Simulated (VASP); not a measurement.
# Nb16H (a cell with a defect) in VASP: single point with PBE

Aim: the single point of Nb16H (a cell with a defect) with PBE.

Everything below comes from runs of VASP 6.6.1. Logs are shortened: lines on timing, memory, paths and dates and some standing lists are left out, and cuts for length are marked.

### 1 The cell of the first run

The cell holds a defect, 17 atoms: a = 6.600 Å, b = 6.600 Å, c = 6.600 Å, α = 90.00°, β = 90.00°, γ = 90.00°.

### 2 Single point, PBE

Contents of INCAR:

```
  PREC = Accurate
  ENCUT = 520
  EDIFF = 1E-7
  ISMEAR = 0
  SIGMA = 0.05
  LREAL = Auto
  LASPH = T
  NELM = 100
  ALGO = Normal
  ISIF = 2
  LWAVE = F
  LCHARG = F
  GGA = PE
  NBANDS = 118
```

Contents of KPOINTS:

```
regular mesh
0
Gamma
  3 3 3
```

Contents of POSCAR:

```
Nb16H
1.0
    6.6000000000      0.0000000000      0.0000000000
    0.0000000000      6.6000000000      0.0000000000
    0.0000000000      0.0000000000      6.6000000000
Nb H
16 1
Direct
    0.0006122727     -0.0010424242      0.0004395455
    0.5068369697     -0.0080033333      0.0004509091
   -0.0008909091      0.5009733333      0.0004303030
   -0.0009742424      0.0008263636      0.5004450000
    0.2438174242      0.2509927273      0.2597434848
    0.5019465152      0.4991121212      0.0004446970
    0.5002150000     -0.0006053030      0.5004498485
    0.7499221212      0.2493139394      0.2509330303
   -0.0025531818      0.5024263636      0.5004401515
    0.2522925758      0.7499101515      0.2503930303
    0.2438201515      0.2509990909      0.7411556061
    0.4988024242      0.5001093939      0.5004462121
    0.7529368182      0.7487522727      0.2499089394
    0.7499089394      0.2493190909      0.7499571212
    0.2522890909      0.7499193939      0.7504960606
    0.7529304545      0.7487604545      0.7509665152
    0.3522471212      0.2323822727      0.0004607576
```

Potentials or basis: VASP PAW PBE potentials, release 64 (Nb_sv, H).

Launch:

```sh
cat potpaw_PBE.64/Nb_sv/POTCAR potpaw_PBE.64/H/POTCAR > POTCAR
mpirun -np 1 vasp_std > vasp.out
```

OUTCAR:

```text
PREC = Accurate
   ENCUT = 520
   EDIFF = 1E-7
   ISMEAR = 0
   LREAL = Auto
   LASPH = T
   NELM = 100
   ISIF = 2
   GGA = PE

 ion  position               nearest neighbor table
   1  0.001  0.999  0.000-  13 2.85  16 2.85  15 2.86  10 2.86   8 2.86  14 2.86  11 2.88   5 2.88

   2  0.507  0.992  0.000-  17 1.89  13 2.82  16 2.82  10 2.85  15 2.85   8 2.86  14 2.86   5 2.98
                            11 2.98
   3  0.999  0.501  0.000-  16 2.83  13 2.83  14 2.86   8 2.86  15 2.87  10 2.87  11 2.87   5 2.87

   4  0.999  0.001  0.500-   5 2.80  11 2.80   8 2.85  14 2.85  16 2.85  13 2.85  15 2.87  10 2.87

   5  0.244  0.251  0.260-  17 1.86   4 2.80   9 2.81  12 2.84   7 2.85   3 2.87   1 2.88   6 2.92
                             2 2.98
   6  0.502  0.499  0.000-  14 2.85   8 2.85  13 2.86  16 2.86  10 2.86  15 2.86  11 2.92   5 2.92

   7  0.500  0.999  0.500-  15 2.85  10 2.85   5 2.85  11 2.85  14 2.85   8 2.85  16 2.87  13 2.87

   8  0.750  0.249  0.251-   4 2.85   6 2.85   7 2.85   9 2.86   2 2.86   3 2.86  12 2.86   1 2.86

   9  0.997  0.502  0.500-   5 2.81  11 2.81  13 2.83  16 2.83   8 2.86  14 2.86  10 2.87  15 2.87

  10  0.252  0.750  0.250-  12 2.84   2 2.85   7 2.85   6 2.86   1 2.86   3 2.87   9 2.87   4 2.87

  11  0.244  0.251  0.741-  17 1.86   4 2.80   9 2.81  12 2.84   7 2.85   3 2.87   1 2.88   6 2.92
                             2 2.98
  12  0.499  0.500  0.500-  11 2.84   5 2.84  10 2.84  15 2.84  14 2.86   8 2.86  16 2.87  13 2.87

  13  0.753  0.749  0.250-   2 2.82   9 2.83   3 2.83   1 2.85   4 2.85   6 2.86  12 2.87   7 2.87

  14  0.750  0.249  0.750-   4 2.85   6 2.85   7 2.85   9 2.86   2 2.86   3 2.86  12 2.86   1 2.86

  15  0.252  0.750  0.750-  12 2.84   2 2.85   7 2.85   6 2.86   1 2.86   3 2.87   9 2.87   4 2.87

  16  0.753  0.749  0.751-   2 2.82   9 2.83   3 2.83   1 2.85   4 2.85   6 2.86  12 2.87   7 2.87

  17  0.352  0.232  0.000-   5 1.86  11 1.86   2 1.89

  LATTYP: Found a simple cubic cell.
 ALAT       =     6.6000000000

  Lattice vectors:

 A1 = (   6.6000000000,   0.0000000000,   0.0000000000)
 A2 = (   0.0000000000,   6.6000000000,   0.0000000000)
 A3 = (   0.0000000000,   0.0000000000,   6.6000000000)

Analysis of symmetry for initial positions (statically):
=====================================================================
 Subroutine PRICEL returns:
 Original cell was already a primitive cell.

 Routine SETGRP: Setting up the symmetry group for a
 simple cubic supercell.

 Subroutine GETGRP returns: Found  1 space group operations
 (whereof  1 operations were pure point group operations)
 out of a pool of 48 trial point group operations.

The static configuration has the point symmetry C_1 .

Analysis of symmetry for dynamics (positions and initial velocities):
=====================================================================
 Subroutine PRICEL returns:
 Original cell was already a primitive cell.

 Routine SETGRP: Setting up the symmetry group for a
 simple cubic supercell.

 Subroutine GETGRP returns: Found  1 space group operations
 (whereof  1 operations were pure point group operations)
 out of a pool of 48 trial point group operations.

The dynamic configuration has the point symmetry C_1 .

 Subroutine INISYM returns: Found  1 space group operations
 (whereof  1 operations are pure point group operations),
 and found     1 'primitive' translations

----------------------------------------------------------------------------------------

                                     Primitive cell

  volume of cell :     287.4960

  direct lattice vectors                    reciprocal lattice vectors
     6.600000000  0.000000000  0.000000000     0.151515152  0.000000000  0.000000000
     0.000000000  6.600000000  0.000000000     0.000000000  0.151515152  0.000000000
     0.000000000  0.000000000  6.600000000     0.000000000  0.000000000  0.151515152

  length of vectors
     6.600000000  6.600000000  6.600000000     0.151515152  0.151515152  0.151515152

  position of ions in fractional coordinates (direct lattice)
     0.000612273  0.998957576  0.000439546
     0.506836970  0.991996667  0.000450909
     0.999109091  0.500973333  0.000430303
     0.999025758  0.000826364  0.500445000
     0.243817424  0.250992727  0.259743485
     0.501946515  0.499112121  0.000444697
[... 9 lines left out ...]
     0.752930455  0.748760455  0.750966515
     0.352247121  0.232382273  0.000460758

  ion indices of the primitive-cell ions
   primitive index   ion index
                 1           1
                 2           2
                 3           3
                 4           4
                 5           5
                 6           6
[... 9 lines left out ...]
                16          16
                17          17

----------------------------------------------------------------------------------------

 KPOINTS: regular mesh

Automatic generation of k-mesh.
 Grid dimensions read from file:
 generate k-points for:    3    3    3

 Generating k-lattice:

  Cartesian coordinates                     Fractional coordinates (reciprocal lattice)
     0.050505051  0.000000000  0.000000000     0.333333333  0.000000000  0.000000000
     0.000000000  0.050505051  0.000000000     0.000000000  0.333333333  0.000000000
     0.000000000  0.000000000  0.050505051     0.000000000  0.000000000  0.333333333

  Length of vectors
     0.050505051  0.050505051  0.050505051

  Shift w.r.t. Gamma in fractional coordinates (k-lattice)
     0.000000000  0.000000000  0.000000000

 Subroutine IBZKPT returns following result:
 ===========================================

 Found     14 irreducible k-points:

 Following reciprocal coordinates:
            Coordinates               Weight
  0.000000  0.000000  0.000000      1.000000
  0.333333  0.000000  0.000000      2.000000
  0.000000  0.333333  0.000000      2.000000
  0.000000  0.000000  0.333333      2.000000
  0.333333  0.333333  0.000000      2.000000
  0.000000  0.333333  0.333333      2.000000
  0.333333  0.000000  0.333333      2.000000
 -0.333333  0.333333  0.000000      2.000000
 -0.333333  0.000000  0.333333      2.000000
  0.000000 -0.333333  0.333333      2.000000
  0.333333  0.333333  0.333333      2.000000
 -0.333333  0.333333  0.333333      2.000000
 -0.333333 -0.333333  0.333333      2.000000
  0.333333 -0.333333  0.333333      2.000000
   k-points           NKPTS =     14   k-points in BZ     NKDIM =     14   number of bands    NBANDS=    118
   number of dos      NEDOS =    301   number of ions     NIONS =     17
   total plane-waves  NPLWV = 125000
   dimension x,y,z NGX =    50 NGY =   50 NGZ =   50
   dimension x,y,z NGXF=   100 NGYF=  100 NGZF=  100
   ions per type =              16   1
   NGX,Y,Z   is equivalent  to a cutoff of  12.59, 12.59, 12.59 a.u.
   NGXF,Y,Z  is equivalent  to a cutoff of  25.19, 25.19, 25.19 a.u.
 SYSTEM =  unknown system
   PREC   = accura    normal or accurate (medium, high low for compatibility)
   ISTART =      0    job   : 0-new  1-cont  2-samecut
   ICHARG =      2    charge: 1-file 2-atom 10-const
   ISPIN  =      1    spin polarized calculation?
   LNONCOLLINEAR =      F non collinear calculations
   LSORBIT =      F    spin-orbit coupling
   LASPH  =      T    aspherical Exc in radial PAW
   ENCUT  =  520.0 eV  38.22 Ry    6.18 a.u.  12.27 12.27 12.27*2*pi/ulx,y,z
   NELM   =    100;   NELMIN=  2; NELMDL= -5     # of ELM steps
   EDIFF  = 0.1E-06   stopping-criterion for ELM
   LREAL  =      T    real-space projection
   EDIFFG = 0.1E-05   stopping-criterion for IOM
   NSW    =      0    number of steps for IOM
   IBRION =     -1    ionic relax: 0-MD 1-quasi-New 2-CG
   NFREE  =      0    steps in history (QN), initial steepest desc. (CG)
   ISIF   =      2    stress and relaxation
   ISYM   =      2    0-nonsym 1-usesym 2-fastsym
   POTIM  = 0.5000    time-step for ionic-motion
   TEBEG  =    0.0;   TEEND  =   0.0 temperature during run
   PSTRESS=    0.0 pullay stress
   NELECT =     209.0000    total number of electrons
   NUPDOWN=      -1.0000    fix difference up-down
   EMIN   =  10.00;   EMAX   =-10.00  energy-range for DOS
   EFERMI =   0.00;   METHOD = LEGACY
   ISMEAR =     0;   SIGMA  =   0.05  broadening in eV -4-tet -1-fermi 0-gaus
   EFERMI_NEDOS =   21; number of points for ismear=-14 and -15
   IALGO  =     38    algorithm
   IMIX   =      4    mixing-type and parameters
     AMIX     =   0.40;   BMIX     =  1.00
     AMIX_MAG =   1.60;   BMIX_MAG =  1.00
  volume/ion in A,a.u.               =      16.91       114.12
  Fermi-wavevector in a.u.,A,eV,Ry     =   1.472018  2.781710 29.481589  2.166836
  Thomas-Fermi vector in A             =   2.587083
   LORBIT       =      0    0 simple, 1 ext, 2 COOP (PROOUT), +10 PAW based schemes
   GGA     = PE    functional components
   LHFCALC =     F    Hartree Fock is set to
   AEXX    =    0.0000 exact exchange contribution
   IVDW    =     0    specifies the selected vdW correction
   LEPSILON=     F    determine dielectric tensor
   LRPA    =     F    only Hartree local field effects (RPA)
 non-spin polarized calculation
 Gauss-broadening in eV      SIGMA  =   0.05
  energy-cutoff  :      520.00
  volume of cell :      287.50
 maximum number of plane-waves:      7809
 NGX is ok and might be reduce to    50
   NGX = 25   NGY = 25   NGZ = 25

 number of electron     209.0000022 magnetization

 Free energy of the ion-electron system (eV)
  ---------------------------------------------------
  ext. energy  EPLUGINS =         0.00000000
  ---------------------------------------------------
  free energy    TOTEN  =      -167.43098479 eV

  energy without entropy =     -167.41806492  energy(sigma->0) =     -167.42452485

 E-fermi :  11.2443     XC(G=0): -12.5426

 val. band max:       11.2308673371   @ k =   0.3333   0.0000   0.0000
 cond. band min:      11.2562047884   @ k =  -0.3333   0.3333   0.0000
 fundamental gap:      0.0253374513
 Fermi energy:        11.2443360142

 k-point     1 :       0.0000    0.0000    0.0000
  band No.  band energies     occupation
      1     -43.0815      2.00000
      2     -42.9052      2.00000
      3     -42.8931      2.00000
      4     -42.8645      2.00000
      5     -42.8596      2.00000
      6     -42.8477      2.00000
[... 108 lines left out ...]
    115      13.5327      0.00000
    116      13.5496      0.00000
[... 1545 lines left out ...]
    115      13.6564      0.00000
    116      13.7089      0.00000
 [bands above 116 left out]

------------------------ aborting loop because EDIFF is reached ----------------------------------------

  FORCE on cell =-STRESS in cart. coord.  units (eV):
  Direction    XX          YY          ZZ          XY          YZ          ZX
  --------------------------------------------------------------------------------------
  -------------------------------------------------------------------------------------
  Total        3.5551325      3.2749748      5.0688591     -0.5725802     -0.0012396     -0.0000486
  in kB       19.8122852     18.2510033     28.2480840     -3.1909140     -0.0069079     -0.0002709
  external PRESSURE =      22.1037908 kB  Pullay stress =       0.0000000 kB

 VOLUME and BASIS-vectors are now :
 -----------------------------------------------------------------------------
  energy-cutoff  :      520.00
  volume of cell :      287.50
      direct lattice vectors                 reciprocal lattice vectors
     6.600000000  0.000000000  0.000000000     0.151515152  0.000000000  0.000000000
     0.000000000  6.600000000  0.000000000     0.000000000  0.151515152  0.000000000
     0.000000000  0.000000000  6.600000000     0.000000000  0.000000000  0.151515152

 POSITION                                       TOTAL-FORCE (eV/Angst)
 -----------------------------------------------------------------------------------
      0.00404      6.59312      0.00290        -0.022765     -0.023165      0.000182
      3.34512      6.54718      0.00298        -0.027612     -0.019311     -0.000225
      6.59412      3.30642      0.00284        -0.003665     -0.033884      0.000475
      6.59357      0.00545      3.30294        -0.028135     -0.006112     -0.000204
      1.60919      1.65655      1.71431        -0.033905     -0.048306     -0.029572
      3.31285      3.29414      0.00294         0.004621     -0.001502      0.000061
[... 9 lines left out ...]
      4.96934      4.94182      4.95638        -0.016731     -0.013704     -0.000341
      2.32483      1.53372      0.00304         0.317014      0.313342     -0.000617
 -----------------------------------------------------------------------------------
    total drift:                               -0.000252      0.001942     -0.001422

  FREE ENERGIE OF THE ION-ELECTRON SYSTEM (eV)
  ---------------------------------------------------
  free  energy   TOTEN  =      -167.4309847871 eV

  energy  without entropy=     -167.4180649208  energy(sigma->0) =     -167.42452485
```

Run time: 21 min. Hardware: 1 thread of AMD EPYC 7R43 (Zen 3), shared host; peak memory 0.49 GiB.

Results:

| Property | Result |
| --- | --- |
| Free energy | -167.4310 eV |
| Pressure | 2.2 GPa |
| Largest force | 0.446 eV/Å |
| Band gap on the k mesh | zero (an odd number of electrons rules out a gap without spin polarisation) |

Forces in eV/Å, atoms in the order of the input:
```
Nb  -0.023 -0.023  0.000
Nb  -0.028 -0.019  0.000
Nb  -0.004 -0.034  0.000
Nb  -0.028 -0.006  0.000
Nb  -0.034 -0.048 -0.030
Nb   0.005 -0.002  0.000
Nb  -0.024 -0.018 -0.001
Nb  -0.019 -0.014  0.009
Nb  -0.021 -0.017  0.001
Nb  -0.011 -0.014 -0.001
Nb  -0.034 -0.048  0.030
Nb  -0.034 -0.016  0.000
Nb  -0.017 -0.014  0.001
Nb  -0.018 -0.013 -0.009
Nb  -0.010 -0.014  0.001
Nb  -0.017 -0.014  0.000
H    0.317  0.313 -0.001
```

Stress tensor (GPa, compression positive):
```
 1.98 -0.32  0.00
-0.32  1.83  0.00
 0.00  0.00  2.82
```
